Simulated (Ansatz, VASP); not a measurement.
# InP in VASP and in Ansatz

The input INCAR:

```
SYSTEM = InP
PREC = Accurate ; ENCUT = 520
EDIFF = 1E-6 ; ISMEAR = 0
SIGMA = 0.05 ; LREAL = .FALSE.
LASPH = .TRUE. ; NELM = 80
ALGO = Normal ; ISIF = 2
LWAVE = .FALSE. ; LCHARG = .TRUE.
GGA = PE ; LELF = .TRUE.
LVHAR = .TRUE. ; NBANDS = 16
```

Contents of KPOINTS:

```
regular mesh
0
G
  10 10 10
  0 0 0
```

POSCAR

```
InP
1.0
    0.0000000000      2.9353336906      2.9353336906
    2.9353336906      0.0000000000      2.9353336906
    2.9353336906      2.9353336906      0.0000000000
In P
1 1
Direct
    0.0000000000      0.0000000000      0.0000000000
    0.7500000000      0.7500000000      0.7500000000
```

Input for Ansatz:

```yaml
crystal:
  lattice:
    - [0.0, 2.9353336906, 2.9353336906]
    - [2.9353336906, 0.0, 2.9353336906]
    - [2.9353336906, 2.9353336906, 0.0]
  atoms:
    - { symbol: In, position: [0.0, 0.0, 0.0] }
    - { symbol: P, position: [0.75, 0.75, 0.75] }
basis:
  ecutwfc: 420
kpoints:
  mp_grid: { grid: [10, 10, 10] }
hamiltonian:
  xc: pbe
scf:
  occupations: { method: gaussian, width: 0.05 }
output:
  forces: true
  stress: true
  eigenvalues: true
```

Change from the starting cell: strain -0.015 along x and y, -0.015 along z, atoms carried along.

Alike in both runs: task single point; functional PBE; k mesh 10 × 10 × 10; occupations gaussian, width 0.05 eV; no spin polarisation.

|  | VASP | Ansatz |
| --- | --- | --- |
| version | VASP 6.6.1 | Ansatz 0.2.0 |
| potentials or method | VASP PAW PBE potentials, release 64 (In_d, P), cutoff 520 eV | scalar-relativistic, plane waves, PAW |
| valence electrons in the cell | 18 | 18 |

Ansatz gave:

```
gap on the k mesh at the Fermi level (eV) : 0.69
least direct gap on the mesh (eV)         : 0.69
pressure (GPa)                            : 3.0
```

Q: What did VASP give for the same quantities?

A: gap on the k mesh at the Fermi level (eV): 0.69; least direct gap on the mesh (eV): 0.69; pressure (GPa): 2.9.
